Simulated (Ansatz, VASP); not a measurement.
**Ti: VASP beside Ansatz**

```
Ti
1.0
     0.00000    1.97184    1.97184
     1.97184    0.00000    1.97184
     1.97184    1.97184    0.00000
Ti
1
Cartesian
  0.0000 0.0000 0.0000
```

Alike in both runs: task single point; functional PBE; k mesh 22 × 22 × 22; occupations fermi-dirac, width 0.1 eV; no spin polarisation.

```csv
,VASP,Ansatz
version,VASP 6.6.1,Ansatz 0.2.0
potentials or method,"VASP PAW PBE potentials, release 64 (Ti_sv), cutoff 520 eV","plane waves (420 eV) with PAW, scalar-relativistic"
valence electrons in the cell,12,12
```

|  | VASP | Ansatz | Ansatz less VASP |
| --- | --- | --- | --- |
| pressure (GPa) | 16.5 | 17.0 | +0.50 |
